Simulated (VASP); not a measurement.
Wanted: the native input for a VASP 6.6.1 run.

```yaml
Task: relaxation of cell and atoms
Functional: PBE
Potentials_or_basis: VASP PAW PBE potentials, release 64 (Li_sv, Al, O_h)
Cutoff: 910 eV
k_mesh: 12 × 12 × 4
Occupations: gaussian, width 0.1 eV
Spin: no spin polarisation
Dipole_correction: no
Further_INCAR_settings: ALGO = Normal; EDIFF = 1e-07; IBRION = 2; EDIFFG = -0.01; NSW = 100; ISIF = 3
```

The structure of LiAl2O3 lies in POSCAR:

```
LiAl2O3
1.0
    2.8974424010      0.0000000000      0.0000000000
   -1.4487212005      2.5092587253      0.0000000000
    0.0000000000      0.0000000000     12.0392503805
Li Al O
1 2 3
Direct
    0.0000000000      0.0000000000      0.5000000000
    0.6666666667      0.3333333333      0.1142379902
    0.3333333333      0.6666666667      0.8857620098
    0.0000000000      0.0000000000      0.0000000000
    0.3333333333      0.6666666667      0.1707026080
    0.6666666667      0.3333333333      0.8292973920
```

The input as run:

INCAR

```
SYSTEM = LiAl2O3
ALGO = Normal
EDIFF = 1E-7
EDIFFG = -0.01
ENCUT = 910
GGA = PE
GGA_COMPAT = .FALSE.
IBRION = 2
ISIF = 3
ISMEAR = 0
LASPH = .TRUE.
LCHARG = .FALSE.
LREAL = .FALSE.
LWAVE = .FALSE.
NELM = 120
NELMIN = 4
NSW = 100
PREC = Accurate
SIGMA = 0.1
```

KPOINTS

```
k-points
0
G
  12 12 4
  0 0 0
```

Potentials or basis: VASP PAW PBE potentials, release 64 (Li_sv, Al, O_h).

Run with:

```bash
$ cat potpaw_PBE.64/Li_sv/POTCAR potpaw_PBE.64/Al/POTCAR potpaw_PBE.64/O_h/POTCAR > POTCAR
$ mpirun -np 1 vasp_std > vasp.out
```

It gave:

```
Relaxed volume                        : 14.17 Å³/atom
Relaxed cell                          : a = 2.897 Å, b = 2.897 Å, c = 11.702 Å, α = 90.00°, β = 90.00°, γ = 120.00°
Space group after relaxing (to 0.1 Å) : P-3m1 (No. 164)
Energy gained by relaxing             : 0.3 meV/atom
Ionic steps                           : 13
Pressure after relaxing               : 0.0 GPa
Largest force after relaxing          : 0.004 eV/Å
Band gap on the k mesh                : zero (an odd number of electrons rules out a gap without spin polarisation)
```

Caveat: an odd number of electrons without spin polarisation forces a metal; a magnetic or distorted state may lie lower.

Run time: 19 min on 1 thread of AMD EPYC 9R45 96-Core Processor (Zen 5), on a shared host, peak memory 0.46 GiB.
